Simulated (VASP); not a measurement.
# ZnS (Pmn2_1) in VASP: single point with PBE

Aim: the single point of ZnS with PBE.

Program: VASP 6.6.1. These are calculated values, not measurements. Logs are shortened: lines on timing, memory, paths and dates and some standing lists are left out, and cuts for length are marked.

## Step 1: The cell of the first run

It takes space group Pmn2_1 (No. 31, orthorhombic). The conventional cell has a = 3.849 Å, b = 14.547 Å, c = 5.443 Å, α = 90.00°, β = 90.00°, γ = 90.00°. Zn (site symmetry m) has 3 S at 2.36 Å within 3.1 Å. Within 3.1 Å of Zn (site symmetry m) lie 4 S at 2.36 Å. Within 3.1 Å of Zn (site symmetry m) lie 4 S at 2.36 Å. S (site symmetry m) has 4 Zn at 2.36 Å within 3.1 Å. Within 3.1 Å of S (site symmetry m) lie 4 Zn at 2.36 Å. Within 3.1 Å of S (site symmetry m) lie 3 Zn at 2.36 Å.

## Step 2: Single point, PBE (the distance across one plane changed)

File INCAR:

```
ALGO = Normal ; EDIFF = 1E-6
ENCUT = 520 ; GGA = PE
ISIF = 2 ; ISMEAR = 0
LASPH = T ; LCHARG = T
LELF = T ; LREAL = F
LVHAR = T ; LWAVE = F
NBANDS = 66 ; NELM = 100
PREC = Accurate ; SIGMA = 0.05
```

File KPOINTS:

```
k-points
0
Gamma
  5 7 3
```

File POSCAR:

```
ZnS
1.0
    5.4431279699      0.0000000000      0.0000000000
    0.0000000000      2.7215639849     -2.7215639849
    0.0000000000     10.2860122984     10.2860122984
Zn S
6 6
Direct
    0.5000000000      0.5000000000      0.0661339787
    0.0000000000      0.0000000000      0.1984283949
    0.5000000000      0.5000000000      0.3307228112
    0.0000000000      0.0000000000      0.4630172274
    0.5000000000      0.5000000000      0.5953116436
    0.0000000000      0.0000000000      0.7276060599
    0.7500000000      0.0000000000      0.3307228112
    0.2500000000      0.5000000000      0.4630172274
    0.7500000000      0.0000000000      0.5953116436
    0.2500000000      0.5000000000      0.7276060599
    0.7500000000      0.0000000000      0.0661339787
    0.2500000000      0.5000000000      0.1984283949
```

Potentials or basis: VASP PAW PBE potentials, release 64 (Zn, S).

On the command line:

```bash
$ cat potpaw_PBE.64/Zn/POTCAR potpaw_PBE.64/S/POTCAR > POTCAR
$ mpirun -np 1 vasp_std > vasp.out
```

OUTCAR:

```text
EDIFF = 1E-6
   ENCUT = 520
   GGA = PE
   ISIF = 2
   ISMEAR = 0
   LASPH = T
   LREAL = F
   NELM = 100
   PREC = Accurate

 ion  position               nearest neighbor table
   1  0.500  0.500  0.066-  12 2.36  11 2.36  11 2.36
   2  0.000  0.000  0.198-  11 2.36  12 2.36  12 2.36   7 2.36
   3  0.500  0.500  0.331-   8 2.36   7 2.36   7 2.36  12 2.36
   4  0.000  0.000  0.463-   9 2.36   7 2.36   8 2.36   8 2.36
   5  0.500  0.500  0.595-   8 2.36   9 2.36   9 2.36  10 2.36
   6  0.000  0.000  0.728-  10 2.36  10 2.36   9 2.36
   7  0.750  0.000  0.331-   4 2.36   3 2.36   3 2.36   2 2.36
   8  0.250  0.500  0.463-   5 2.36   3 2.36   4 2.36   4 2.36
   9  0.750  0.000  0.595-   4 2.36   5 2.36   5 2.36   6 2.36
  10  0.250  0.500  0.728-   6 2.36   6 2.36   5 2.36
  11  0.750  0.000  0.066-   2 2.36   1 2.36   1 2.36
  12  0.250  0.500  0.198-   1 2.36   2 2.36   2 2.36   3 2.36

  LATTYP: Found a simple orthorhombic cell.
 ALAT       =     3.8488726983
 B/A-ratio  =     1.4142135624
 C/A-ratio  =     3.7794490063

  Lattice vectors:

 A1 = (   0.0000000000,  -2.7215639849,   2.7215639849)
 A2 = (   5.4431279699,   0.0000000000,   0.0000000000)
 A3 = (   0.0000000000,  10.2860122984,  10.2860122984)

Analysis of symmetry for initial positions (statically):
=====================================================================
 Subroutine PRICEL returns:
 Original cell was already a primitive cell.

 Routine SETGRP: Setting up the symmetry group for a
 simple orthorhombic supercell.

 Subroutine GETGRP returns: Found  4 space group operations
 (whereof  2 operations were pure point group operations)
 out of a pool of  8 trial point group operations.

The static configuration has the point symmetry C_1h.
 The point group associated with its full space group is C_2v.

Analysis of symmetry for dynamics (positions and initial velocities):
=====================================================================
 Subroutine PRICEL returns:
 Original cell was already a primitive cell.

 Routine SETGRP: Setting up the symmetry group for a
 simple orthorhombic supercell.

 Subroutine GETGRP returns: Found  4 space group operations
 (whereof  2 operations were pure point group operations)
 out of a pool of  8 trial point group operations.

The dynamic configuration has the point symmetry C_1h.
 The point group associated with its full space group is C_2v.

 Subroutine INISYM returns: Found  4 space group operations
 (whereof  2 operations are pure point group operations),
 and found     1 'primitive' translations

----------------------------------------------------------------------------------------

                                     Primitive cell

  volume of cell :     304.7503

  direct lattice vectors                    reciprocal lattice vectors
     5.443127970  0.000000000  0.000000000     0.183717893  0.000000000  0.000000000
     0.000000000  2.721563985 -2.721563985     0.000000000  0.183717893 -0.183717893
     0.000000000 10.286012298 10.286012298     0.000000000  0.048609703  0.048609703

  length of vectors
     5.443127970  3.848872698 14.546618095     0.183717893  0.259816335  0.068744501

  position of ions in fractional coordinates (direct lattice)
     0.500000000  0.500000000  0.066133979
     0.000000000  0.000000000  0.198428395
     0.500000000  0.500000000  0.330722811
     0.000000000  0.000000000  0.463017227
     0.500000000  0.500000000  0.595311644
     0.000000000  0.000000000  0.727606060
     0.750000000  0.000000000  0.330722811
     0.250000000  0.500000000  0.463017227
     0.750000000  0.000000000  0.595311644
     0.250000000  0.500000000  0.727606060
     0.750000000  0.000000000  0.066133979
     0.250000000  0.500000000  0.198428395

  ion indices of the primitive-cell ions
   primitive index   ion index
                 1           1
                 2           2
                 3           3
                 4           4
                 5           5
                 6           6
                 7           7
                 8           8
                 9           9
                10          10
                11          11
                12          12

----------------------------------------------------------------------------------------

 KPOINTS: k-points

Automatic generation of k-mesh.
 Grid dimensions read from file:
 generate k-points for:    5    7    3

 Generating k-lattice:

  Cartesian coordinates                     Fractional coordinates (reciprocal lattice)
     0.036743579  0.000000000  0.000000000     0.200000000  0.000000000  0.000000000
     0.000000000  0.026245413 -0.026245413     0.000000000  0.142857143  0.000000000
     0.000000000  0.016203234  0.016203234     0.000000000  0.000000000  0.333333333

  Length of vectors
     0.036743579  0.037116619  0.022914834

  Shift w.r.t. Gamma in fractional coordinates (k-lattice)
     0.000000000  0.000000000  0.000000000

 Subroutine IBZKPT returns following result:
 ===========================================

 Found     24 irreducible k-points:

 Following reciprocal coordinates:
            Coordinates               Weight
  0.000000  0.000000  0.000000      1.000000
  0.200000  0.000000  0.000000      2.000000
  0.400000  0.000000  0.000000      2.000000
  0.000000  0.142857  0.000000      2.000000
  0.200000  0.142857  0.000000      4.000000
  0.400000  0.142857  0.000000      4.000000
[... 16 lines left out ...]
  0.200000  0.428571  0.333333      8.000000
  0.400000  0.428571  0.333333      8.000000
   k-points           NKPTS =     24   k-points in BZ     NKDIM =     24   number of bands    NBANDS=     66
   number of dos      NEDOS =    301   number of ions     NIONS =     12
   total plane-waves  NPLWV = 129600
   dimension x,y,z NGX =    40 NGY =   30 NGZ =  108
   dimension x,y,z NGXF=    80 NGYF=   60 NGZF=  216
   ions per type =               6   6
   NGX,Y,Z   is equivalent  to a cutoff of  12.22, 12.96, 12.34 a.u.
   NGXF,Y,Z  is equivalent  to a cutoff of  24.43, 25.92, 24.69 a.u.
 SYSTEM =  unknown system
   PREC   = accura    normal or accurate (medium, high low for compatibility)
   ISTART =      0    job   : 0-new  1-cont  2-samecut
   ICHARG =      2    charge: 1-file 2-atom 10-const
   ISPIN  =      1    spin polarized calculation?
   LNONCOLLINEAR =      F non collinear calculations
   LSORBIT =      F    spin-orbit coupling
   LASPH  =      T    aspherical Exc in radial PAW
   ENCUT  =  520.0 eV  38.22 Ry    6.18 a.u.  10.12  7.16 27.05*2*pi/ulx,y,z
   NELM   =    100;   NELMIN=  2; NELMDL= -5     # of ELM steps
   EDIFF  = 0.1E-05   stopping-criterion for ELM
   LREAL  =      F    real-space projection
   EDIFFG = 0.1E-04   stopping-criterion for IOM
   NSW    =      0    number of steps for IOM
   IBRION =     -1    ionic relax: 0-MD 1-quasi-New 2-CG
   NFREE  =      0    steps in history (QN), initial steepest desc. (CG)
   ISIF   =      2    stress and relaxation
   ISYM   =      2    0-nonsym 1-usesym 2-fastsym
   POTIM  = 0.5000    time-step for ionic-motion
   TEBEG  =    0.0;   TEEND  =   0.0 temperature during run
   PSTRESS=    0.0 pullay stress
   NELECT =     108.0000    total number of electrons
   NUPDOWN=      -1.0000    fix difference up-down
   EMIN   =  10.00;   EMAX   =-10.00  energy-range for DOS
   EFERMI =   0.00;   METHOD = LEGACY
   ISMEAR =     0;   SIGMA  =   0.05  broadening in eV -4-tet -1-fermi 0-gaus
   EFERMI_NEDOS =   21; number of points for ismear=-14 and -15
   IALGO  =     38    algorithm
   IMIX   =      4    mixing-type and parameters
     AMIX     =   0.40;   BMIX     =  1.00
     AMIX_MAG =   1.60;   BMIX_MAG =  1.00
  volume/ion in A,a.u.               =      25.40       171.38
  Fermi-wavevector in a.u.,A,eV,Ry     =   1.158514  2.189274 18.261130  1.342155
  Thomas-Fermi vector in A             =   2.295116
   LORBIT       =      0    0 simple, 1 ext, 2 COOP (PROOUT), +10 PAW based schemes
   GGA     = PE    functional components
   LHFCALC =     F    Hartree Fock is set to
   AEXX    =    0.0000 exact exchange contribution
   IVDW    =     0    specifies the selected vdW correction
   LEPSILON=     F    determine dielectric tensor
   LRPA    =     F    only Hartree local field effects (RPA)
 non-spin polarized calculation
 Gauss-broadening in eV      SIGMA  =   0.05
  energy-cutoff  :      520.00
  volume of cell :      304.75
 maximum number of plane-waves:      8233
   NGX = 21   NGY = 15   NGZ = 55

 number of electron     107.9999952 magnetization

 Free energy of the ion-electron system (eV)
  ---------------------------------------------------
  ext. energy  EPLUGINS =         0.00000000
  ---------------------------------------------------
  free energy    TOTEN  =       -39.12348523 eV

  energy without entropy =      -39.12348523  energy(sigma->0) =      -39.12348523

 E-fermi :   0.6301     XC(G=0):  -8.1799

 val. band max:        0.3798526043   @ k =   0.0000   0.0000   0.0000
 cond. band min:       1.8498579898   @ k =   0.0000   0.0000   0.0000
 fundamental gap:      1.4700053855
 Fermi energy:         0.6301077555

 k-point     1 :       0.0000    0.0000    0.0000
  band No.  band energies     occupation
      1     -12.5028      2.00000
      2     -12.1802      2.00000
      3     -11.7554      2.00000
      4     -11.4775      2.00000
      5     -11.0401      2.00000
      6     -11.0389      2.00000
[... 58 lines left out ...]
     65       6.6813      0.00000
     66       6.9664      0.00000

 k-point     2 :       0.2000    0.0000    0.0000
  band No.  band energies     occupation
      1     -12.4144      2.00000
      2     -12.1213      2.00000
      3     -11.7574      2.00000
      4     -11.5726      2.00000
      5     -11.0802      2.00000
      6     -11.0732      2.00000
[... 1576 lines left out ...]
     65       6.8487      0.00000
     66       6.9016      0.00000

------------------------ aborting loop because EDIFF is reached ----------------------------------------

  FORCE on cell =-STRESS in cart. coord.  units (eV):
  Direction    XX          YY          ZZ          XY          YZ          ZX
  --------------------------------------------------------------------------------------
  -------------------------------------------------------------------------------------
  Total       -2.6064702     -1.7765239     -1.7765239      0.0000000      0.7389953      0.0000000
  in kB      -13.7031123     -9.3397985     -9.3397985      0.0000000      3.8851533      0.0000000
  external PRESSURE =     -10.7942364 kB  Pullay stress =       0.0000000 kB

 VOLUME and BASIS-vectors are now :
 -----------------------------------------------------------------------------
  energy-cutoff  :      520.00
  volume of cell :      304.75
      direct lattice vectors                 reciprocal lattice vectors
     5.443127970  0.000000000  0.000000000     0.183717893  0.000000000  0.000000000
     0.000000000  2.721563985 -2.721563985     0.000000000  0.183717893 -0.183717893
     0.000000000 10.286012298 10.286012298     0.000000000  0.048609703  0.048609703

 POSITION                                       TOTAL-FORCE (eV/Angst)
 -----------------------------------------------------------------------------------
      2.72156      2.04104     -0.68053         1.178702      0.763915      0.763915
      0.00000      2.04104      2.04104        -0.224422     -0.052023     -0.052023
      2.72156      4.76260      2.04104         0.090782      0.045160      0.045160
      0.00000      4.76260      4.76260         0.090782     -0.045160     -0.045160
      2.72156      7.48416      4.76260        -0.224422      0.052023      0.052023
      0.00000      7.48416      7.48416         1.178702     -0.763915     -0.763915
      4.08235      3.40182      3.40182        -0.026297      0.112204      0.112204
      1.36078      6.12338      3.40182        -0.026297     -0.112204     -0.112204
      4.08235      6.12338      6.12338        -0.347434      0.260767      0.260767
      1.36078      8.84495      6.12338        -0.671331      0.598851      0.598851
      4.08235      0.68025      0.68025        -0.671331     -0.598851     -0.598851
      1.36078      3.40182      0.68025        -0.347434     -0.260767     -0.260767
 -----------------------------------------------------------------------------------
    total drift:                                0.000045      0.000175      0.000175

  FREE ENERGIE OF THE ION-ELECTRON SYSTEM (eV)
  ---------------------------------------------------
  free  energy   TOTEN  =       -39.1234852343 eV

  energy  without entropy=      -39.1234852343  energy(sigma->0) =      -39.12348523
```

Wall time 18 min (1 thread of Intel Xeon 8259CL, shared host); peak memory 0.57 GiB.

What came out:

```yaml
Free_energy: -39.1235 eV
Pressure: -1.1 GPa
Largest_force: 1.599 eV/Å
Band_gap_on_the_k_mesh: 1.47 eV
```

Forces on the atoms (eV/Å):
```
Zn   1.179  0.764  0.764
Zn  -0.224 -0.052 -0.052
Zn   0.091  0.045  0.045
Zn   0.091 -0.045 -0.045
Zn  -0.224  0.052  0.052
Zn   1.179 -0.764 -0.764
S   -0.026  0.112  0.112
S   -0.026 -0.112 -0.112
S   -0.347  0.261  0.261
S   -0.671  0.599  0.599
S   -0.671 -0.599 -0.599
S   -0.347 -0.261 -0.261
```

Caveat: the cell differs from its parent crystal (the distance across one plane changed); forces of over 1 eV/Å act on the atoms, so gaps and moduli don't describe the material at rest.
